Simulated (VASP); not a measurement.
# TePb (R-3m) in VASP: dielectric tensor with r2SCAN

Aim: the dielectric tensor of TePb with r2SCAN.

All numbers are computed with VASP 6.6.1; they aren't measurements. Logs are shortened: lines on timing, memory, paths and dates and some standing lists are left out, and cuts for length are marked.

### Step 1. The cell of the first run

Symmetry: R-3m, No. 166, trigonal system. The conventional cell has a = 4.806 Å, b = 4.806 Å, c = 10.851 Å, α = 90.00°, β = 90.00°, γ = 120.00°. Within 4.6 Å of Pb (site symmetry -3m) lie 6 Te at 3.31 Å and 6 Pb at 4.56 Å. Te (site symmetry -3m) has 6 Pb at 3.31 Å and 6 Te at 4.56 Å within 4.6 Å.

### Step 2. Dielectric tensor, r2SCAN (epitaxial 111 strain +4.0%)

Contents of INCAR:

```
ALGO = Normal
EDIFF = 1E-8
ENCUT = 520
ISIF = 2
ISMEAR = 0
LASPH = True
LCALCEPS = True
LCHARG = False
LMIXTAU = True
LREAL = False
LWAVE = False
METAGGA = R2SCAN
NELM = 100
PREC = Accurate
SIGMA = 0.01
```

Contents of KPOINTS:

```
k-points
0
Gamma
  6 6 6
```

Contents of POSCAR:

```
TePb
1.0
   -0.1773799080      3.2211704148      3.2211704148
    3.2211704148     -0.1773799080      3.2211704148
    3.2211704148      3.2211704148     -0.1773799080
Pb Te
1 1
Direct
    0.0000000000      0.0000000000      0.0000000000
    0.5000000000      0.5000000000      0.5000000000
```

Potentials or basis: VASP PAW PBE potentials, release 64 (Pb_d, Te).

Started as:

```bash
> cat potpaw_PBE.64/Pb_d/POTCAR potpaw_PBE.64/Te/POTCAR > POTCAR
> mpirun -np 1 vasp_std > vasp.out
```

OUTCAR:

```text
EDIFF = 1E-8
   ENCUT = 520
   ISIF = 2
   ISMEAR = 0
   LASPH = True
   LREAL = False
   METAGGA = R2SCAN
   NELM = 100
   PREC = Accurate

 ion  position               nearest neighbor table
   1  0.000  0.000  0.000-   2 3.31   2 3.31   2 3.31   2 3.31   2 3.31   2 3.31
   2  0.500  0.500  0.500-   1 3.31   1 3.31   1 3.31   1 3.31   1 3.31   1 3.31

  LATTYP: Found a trigonal (rhomboedric) cell.
 ALAT       =     4.5588750053
 COS(alpha) =     0.4442595095

  Lattice vectors:

 A1 = (  -0.1773799080,   3.2211704148,   3.2211704148)
 A2 = (   3.2211704148,  -0.1773799080,   3.2211704148)
 A3 = (   3.2211704148,   3.2211704148,  -0.1773799080)

Analysis of symmetry for initial positions (statically):
=====================================================================
 Subroutine PRICEL returns:
 Original cell was already a primitive cell.

 Routine SETGRP: Setting up the symmetry group for a
 trigonal (rhombohedral) supercell.

 Subroutine GETGRP returns: Found 12 space group operations
 (whereof 12 operations were pure point group operations)
 out of a pool of 12 trial point group operations.

The static configuration has the point symmetry D_3d.

Analysis of symmetry for dynamics (positions and initial velocities):
=====================================================================
 Subroutine PRICEL returns:
 Original cell was already a primitive cell.

 Routine SETGRP: Setting up the symmetry group for a
 trigonal (rhombohedral) supercell.

 Subroutine GETGRP returns: Found 12 space group operations
 (whereof 12 operations were pure point group operations)
 out of a pool of 12 trial point group operations.

The dynamic configuration has the point symmetry D_3d.

 Subroutine INISYM returns: Found 12 space group operations
 (whereof 12 operations are pure point group operations),
 and found     1 'primitive' translations

----------------------------------------------------------------------------------------

                                     Primitive cell

  volume of cell :      72.3612

  direct lattice vectors                    reciprocal lattice vectors
    -0.177379908  3.221170415  3.221170415    -0.142956098  0.151287007  0.151287007
     3.221170415 -0.177379908  3.221170415     0.151287007 -0.142956098  0.151287007
     3.221170415  3.221170415 -0.177379908     0.151287007  0.151287007 -0.142956098

  length of vectors
     4.558875005  4.558875005  4.558875005     0.257316853  0.257316853  0.257316853

  position of ions in fractional coordinates (direct lattice)
     0.000000000  0.000000000  0.000000000
     0.500000000  0.500000000  0.500000000

  ion indices of the primitive-cell ions
   primitive index   ion index
                 1           1
                 2           2

----------------------------------------------------------------------------------------

 KPOINTS: k-points

Automatic generation of k-mesh.
 Grid dimensions read from file:
 generate k-points for:    6    6    6

 Generating k-lattice:

  Cartesian coordinates                     Fractional coordinates (reciprocal lattice)
    -0.023826016  0.025214501  0.025214501     0.166666667 -0.000000000 -0.000000000
     0.025214501 -0.023826016  0.025214501    -0.000000000  0.166666667 -0.000000000
     0.025214501  0.025214501 -0.023826016    -0.000000000 -0.000000000  0.166666667

  Length of vectors
     0.042886142  0.042886142  0.042886142

  Shift w.r.t. Gamma in fractional coordinates (k-lattice)
     0.000000000  0.000000000  0.000000000

 Subroutine IBZKPT returns following result:
 ===========================================

 Found     32 irreducible k-points:
[... 37 lines left out ...]
   PREC   = accura    normal or accurate (medium, high low for compatibility)
   ISTART =      0    job   : 0-new  1-cont  2-samecut
   ICHARG =      2    charge: 1-file 2-atom 10-const
   ISPIN  =      1    spin polarized calculation?
   LNONCOLLINEAR =      F non collinear calculations
   LSORBIT =      F    spin-orbit coupling
   LASPH  =      T    aspherical Exc in radial PAW
   ENCUT  =  520.0 eV  38.22 Ry    6.18 a.u.   8.48  8.48  8.48*2*pi/ulx,y,z
   NELM   =    100;   NELMIN=  2; NELMDL= -5     # of ELM steps
   EDIFF  = 0.1E-07   stopping-criterion for ELM
   LREAL  =      F    real-space projection
   EDIFFG = 0.1E-06   stopping-criterion for IOM
   NSW    =      0    number of steps for IOM
   IBRION =     -1    ionic relax: 0-MD 1-quasi-New 2-CG
   NFREE  =      0    steps in history (QN), initial steepest desc. (CG)
   ISIF   =      2    stress and relaxation
   ISYM   =      2    0-nonsym 1-usesym 2-fastsym
   POTIM  = 0.5000    time-step for ionic-motion
   TEBEG  =    0.0;   TEEND  =   0.0 temperature during run
   PSTRESS=    0.0 pullay stress
   NELECT =      20.0000    total number of electrons
   NUPDOWN=      -1.0000    fix difference up-down
   EMIN   =  10.00;   EMAX   =-10.00  energy-range for DOS
   EFERMI =   0.00;   METHOD = LEGACY
   ISMEAR =     0;   SIGMA  =   0.01  broadening in eV -4-tet -1-fermi 0-gaus
   EFERMI_NEDOS =   21; number of points for ismear=-14 and -15
   IALGO  =     38    algorithm
   IMIX   =      4    mixing-type and parameters
     AMIX     =   0.40;   BMIX     =  1.00
     AMIX_MAG =   1.60;   BMIX_MAG =  1.00
  volume/ion in A,a.u.               =      36.18       244.16
  Fermi-wavevector in a.u.,A,eV,Ry     =   1.066390  2.015186 15.472389  1.137189
  Thomas-Fermi vector in A             =   2.201973
   LORBIT       =      0    0 simple, 1 ext, 2 COOP (PROOUT), +10 PAW based schemes
   METAGGA = R2SCAN    functional components
   LHFCALC =     F    Hartree Fock is set to
   AEXX    =    0.0000 exact exchange contribution
   IVDW    =     0    specifies the selected vdW correction
   LEPSILON=     F    determine dielectric tensor
   LRPA    =     F    only Hartree local field effects (RPA)
   LRPA       =     F
 non-spin polarized calculation
 Gauss-broadening in eV      SIGMA  =   0.01
  energy-cutoff  :      520.00
  volume of cell :       72.36
 maximum number of plane-waves:      1967
 NGX is ok and might be reduce to    36
   NGX = 17   NGY = 17   NGZ = 17

 Total electronic dipole moment: p[elc]=(     0.00000     0.00000     0.00000 ) |e| Angst

 number of electron      20.0000003 magnetization

 Free energy of the ion-electron system (eV)
  ---------------------------------------------------
  ext. energy  EPLUGINS =         0.00000000
  ---------------------------------------------------
  free energy    TOTEN  =       -82.66695774 eV

  energy without entropy =      -82.66695774  energy(sigma->0) =      -82.66695774

 E-fermi :   4.7975     XC(G=0):  -9.4841

 val. band max:        4.7407534261   @ k =  -0.0000  -0.0000   0.5000
 cond. band min:   10000.0000000000   @ k =   0.0000   0.0000   0.0000
 fundamental gap:   9995.2592465739
 Fermi energy:         4.7974683409

 k-point     1 :       0.0000    0.0000    0.0000
  band No.  band energies     occupation
      1     -12.6686      2.00000
      2     -12.6685      2.00000
      3     -12.6626      2.00000
      4     -12.6496      2.00000
      5     -12.6496      2.00000
      6      -7.2945      2.00000
      7      -1.2442      2.00000
      8       3.2162      2.00000
      9       3.2162      2.00000
     10       3.8329      2.00000
     11   10000.0000      0.00000
     12   10000.0000      0.00000
     13   10000.0000      0.00000
     14   10000.0000      0.00000
[... 377 lines left out ...]
      1     -12.7003      2.00000
      2     -12.6622      2.00000
      3     -12.6604      2.00000
      4     -12.6441      2.00000
      5     -12.6352      2.00000
      6      -5.6549      2.00000
      7      -3.2434      2.00000
      8       0.8237      2.00000
      9       1.5858      2.00000
     10       3.5070      2.00000
     11   10000.0000      0.00000
     12   10000.0000      0.00000
     13   10000.0000      0.00000
     14   10000.0000      0.00000

 [... further k-points ...]

------------------------ aborting loop because EDIFF is reached ----------------------------------------

            Ionic dipole moment: p[ion]=(   -18.79488   -18.79488   -18.79488 ) |e| Angst

 Total electronic dipole moment: p[elc]=(    -0.00366    -0.00366     0.07998 ) |e| Angst

 MACROSCOPIC STATIC DIELECTRIC TENSOR (including local field effects)
 ------------------------------------------------------
          21.000969    -0.914208    -0.914208
          -0.914208    21.000969    -0.914208
          -0.914208    -0.914208    21.000969
 ------------------------------------------------------

 PIEZOELECTRIC TENSOR (including local field effects) (e Angst)
          XX          YY          ZZ          XY          YZ          ZX
  --------------------------------------------------------------------------------
  x     0.00000     0.00000     0.00000     0.00000     0.00000     0.00000
  y     0.00000     0.00000     0.00000     0.00000     0.00000     0.00000
  z     0.00000     0.00000     0.00000     0.00000     0.00000     0.00000

 PIEZOELECTRIC TENSOR (including local field effects) (C/m^2)
          XX          YY          ZZ          XY          YZ          ZX
  --------------------------------------------------------------------------------
  x     0.00000     0.00000     0.00000     0.00000     0.00000     0.00000
  y     0.00000     0.00000     0.00000     0.00000     0.00000     0.00000
  z     0.00000     0.00000     0.00000     0.00000     0.00000     0.00000

 BORN EFFECTIVE CHARGES (including local field effects) (in |e|, cummulative output)
 ---------------------------------------------------------------------------------
 ion    1
    1     5.61754    -0.42688    -0.42688
    2    -0.42688     5.61754    -0.42688
    3    -0.42688    -0.42688     5.61754
 ion    2
    1    -5.61754     0.42688     0.42688
    2     0.42688    -5.61754     0.42688
    3     0.42688     0.42688    -5.61754

  FORCE on cell =-STRESS in cart. coord.  units (eV):
  Direction    XX          YY          ZZ          XY          YZ          ZX
  --------------------------------------------------------------------------------------
  -------------------------------------------------------------------------------------
  Total       -0.6717367     -0.6717367     -0.6717367      0.3375109      0.3375109      0.3375109
  in kB      -14.8731828    -14.8731828    -14.8731828      7.4729588      7.4729588      7.4729588
  external PRESSURE =     -14.8731828 kB  Pullay stress =       0.0000000 kB

 VOLUME and BASIS-vectors are now :
 -----------------------------------------------------------------------------
  energy-cutoff  :      520.00
  volume of cell :       72.36
      direct lattice vectors                 reciprocal lattice vectors
    -0.177379908  3.221170415  3.221170415    -0.142956098  0.151287007  0.151287007
     3.221170415 -0.177379908  3.221170415     0.151287007 -0.142956098  0.151287007
     3.221170415  3.221170415 -0.177379908     0.151287007  0.151287007 -0.142956098

 POSITION                                       TOTAL-FORCE (eV/Angst)
 -----------------------------------------------------------------------------------
      0.00000      0.00000      0.00000        -0.000000     -0.000000     -0.000000
      3.13248      3.13248      3.13248         0.000000      0.000000      0.000000
 -----------------------------------------------------------------------------------
    total drift:                                0.000000      0.000000      0.000000

  FREE ENERGIE OF THE ION-ELECTRON SYSTEM (eV)
  ---------------------------------------------------
  free  energy   TOTEN  =       -82.6669577391 eV

  energy  without entropy=      -82.6669577391  energy(sigma->0) =      -82.66695774
```

Wall time 69 min (1 thread of Intel Xeon Platinum 8259CL at 2.50GHz (Skylake/Cascade Lake), shared host); peak memory 0.47 GiB.

Results:

```yaml
Band_gap_on_the_k_mesh: 0.64 eV (least direct gap 1.02 eV)
Electronic_dielectric_tensor_diagonal: 21.00
Born_charges_mean_of_the_diagonal: Pb +5.62; Te -5.62 e
```

Electronic dielectric tensor:
```
21.00 -0.91 -0.91
-0.91 21.00 -0.91
-0.91 -0.91 21.00
```

Born effective charge tensors (e):
atom 1, Pb
```
 5.62 -0.43 -0.43
-0.43  5.62 -0.43
-0.43 -0.43  5.62
```
atom 2, Te
```
-5.62  0.43  0.43
 0.43 -5.62  0.43
 0.43  0.43 -5.62
```

Dipole moments of the cell (e·Å, modulo the quantum): ionic -18.795, -18.795, -18.795; electronic -0.004, -0.004, 0.080

Caveat: the cell differs from its parent crystal (epitaxial 111 strain +4.0%); the gap is small at this level, which inflates the dielectric constant; the structure was generated, so it needn't be the stable form of TePb; the PAW data sets were made with another functional, which shifts forces and pressure a little; spin-orbit coupling is left out, which moves the levels of the heavy elements. A k mesh can miss the band edges.

The gap in the log of VASP goes by the Fermi energy; the results here count the filled bands.